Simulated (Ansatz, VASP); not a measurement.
# One calculation of CdSe, two programs

The input INCAR:

```
SYSTEM = CdSe
  ALGO = Normal
  EDIFF = 1E-6
  EDIFFG = -0.005
  ENCUT = 600
  GGA = PS
  IBRION = 2
  ISIF = 3
  ISMEAR = -1
  LASPH = .True.
  LCHARG = .False.
  LREAL = .False.
  LWAVE = .False.
  NELM = 100
  NSW = 60
  PREC = Accurate
  SIGMA = 0.05
```

File KPOINTS:

```
k-points
0
Gamma
  12 12 12
  0 0 0
```

File POSCAR:

```
CdSe
1.0
    0.0000000000      2.6892810254      2.6892810254
    2.6892810254      0.0000000000      2.6892810254
    2.6892810254      2.6892810254      0.0000000000
Cd Se
1 1
Direct
    0.0000000000      0.0000000000      0.0000000000
    0.5000000000      0.5000000000      0.5000000000
```

Input for Ansatz:

```yaml
crystal:
  lattice:
    - [0.0, 2.6892810254, 2.6892810254]
    - [2.6892810254, 0.0, 2.6892810254]
    - [2.6892810254, 2.6892810254, 0.0]
  atoms:
    - { symbol: Cd, position: [0.0, 0.0, 0.0] }
    - { symbol: Se, position: [0.5, 0.5, 0.5] }
kpoints:
  mp_grid: { grid: [12, 12, 12] }
scf:
  occupations: { method: fermi_dirac, width: 0.05 }
hamiltonian:
  xc: pbesol
  pseudopotentials: { kind: paw }
output:
  forces: true
  stress: true
  write_density: true
  write_potential: true
  elf: true
  volumetric_format: npy
relax:
  f_tol: 0.005
  max_steps: 40
  cell: {}
```

Alike in both runs: task relaxation of cell and atoms; functional PBEsol; k mesh 12 × 12 × 12; occupations fermi-dirac, width 0.05 eV; no spin polarisation.

|  | VASP | Ansatz |
| --- | --- | --- |
| version | VASP 6.6.1 | Ansatz 0.2.0 |
| potentials or method | VASP PAW PBE potentials, release 64 (Cd, Se) | PAW with Ansatz's default frozen-core files, scalar-relativistic |
| plane-wave cutoff (eV) | 600 | 420 |
| valence electrons in the cell | 18 | 36 |

|  | VASP | Ansatz | Ansatz less VASP |
| --- | --- | --- | --- |
| relaxed volume (Å³/atom) | 22.41 | 22.28 | -0.134 |
| relaxed cell length with the largest relative difference (Å) | 3.987 | 3.979 | -0.0080 |

VASP's potentials were made for PBE, not for PBEsol. VASP's potentials hold 18 valence electrons a cell and Ansatz's 36, so a difference there can come from the potentials and not from the codes.

Noted on VASP's run: the volume moved by over 15 % at a fixed basis, so the end points are rough.
